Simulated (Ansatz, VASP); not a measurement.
# Two plane-wave programs on Y

```
Y
1.0
     0.00000    2.56889    2.56889
     2.56889    0.00000    2.56889
     2.56889    2.56889    0.00000
Y
1
Cartesian
  0.0000 0.0000 0.0000
```

Change from the starting cell: volume scaled by 1.02, PAW files.

Alike in both runs: task electric field gradients; functional r2SCAN; k mesh 12 × 12 × 12; occupations fermi-dirac, width 0.03 eV; no spin polarisation.

|  | VASP | Ansatz |
| --- | --- | --- |
| version | VASP 6.6.1 | Ansatz 0.2.0 |
| potentials or method | VASP PAW PBE potentials, release 64 (Y_sv) | PAW with Ansatz's default frozen-core files, scalar-relativistic |
| plane-wave cutoff (eV) | 520 | 500 |
| valence electrons in the cell | 11 | 11 |

Ansatz gave:

```
pressure (GPa) : -0.7
```

Estimate VASP's values.

pressure (GPa): -0.6.

VASP's potentials were made for PBE, not for r2SCAN.
